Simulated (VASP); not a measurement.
The system is LiF.

```
Li F
1.0
     3.57549    0.00000    0.00000
     0.00000    1.86174    0.00000
     0.00000    0.00000    4.05225
Li F
2 2
Direct
  0.50000 0.00000 0.00000
  0.75000 0.00000 0.59544
  0.00000 0.00000 0.00000
  0.25000 0.00000 0.40456
```

The cell was built from a structure type or drawn by symmetry, and may not be a known phase.

```yaml
Program: VASP 6.6.1
Task: relaxation of cell and atoms
Functional: PBE
Potentials_or_basis: VASP PAW PBE potentials, release 64 (Li_sv, F)
Cutoff: 600 eV
k_mesh: 6 × 10 × 4
Occupations: gaussian, width 0.1 eV
Spin: no spin polarisation
```

At the start: pressure 78.1 GPa; volume 6.74 Å³/atom.

How do energy, volume and symmetry change on relaxing?

Over 17 steps the energy falls by 1965.4 meV/atom and the volume is 9.82 Å³/atom (+45.6 %); space group Pm (No. 6, to 0.1 Å) before, Amm2 (No. 38, to 0.1 Å).

Step by step:
```csv
step,energy change (eV),largest force (eV/Å),pressure (GPa),volume (Å³)
1,0.0000,6.5864,78.15,26.97
2,-6.9956,2.7267,-3.64,40.32
3,-7.0158,2.5326,3.12,38.09
4,-7.0481,2.5952,0.62,38.91
5,-7.4154,1.0245,-2.07,39.59
6,-7.4997,1.8865,-2.47,40.15
7,-7.7281,0.9109,-0.84,39.55
8,-7.7839,0.6121,1.24,39.07
9,-7.8356,0.3809,-0.65,39.49
10,-7.8362,0.3767,-0.83,39.54
11,-7.8537,0.1661,0.10,39.28
12,-7.8552,0.1823,0.49,39.18
13,-7.8587,0.0961,-0.09,39.37
14,-7.8589,0.1140,-0.16,39.40
15,-7.8606,0.0767,-0.16,39.39
16,-7.8611,0.0619,-0.16,39.37
17,-7.8618,0.0329,0.19,39.27
```

Final structure:
```
Li F
1.0
     3.32084    0.00000    0.00341
     0.00000    2.49312    0.00000
    -0.00137    0.00000    4.74317
Li F
2 2
Direct
  0.37575 0.00000 0.06437
  0.87369 0.00000 0.56358
  0.87587 0.00000 0.93605
  0.37469 0.00000 0.43600
```

Caveat: the cutoff is under 1.25 times the usual one of these potentials, so pressure, stress and relaxed cells hold a basis-set (Pulay) error; the volume moved by over 15 % at a fixed basis, so the end points are rough.
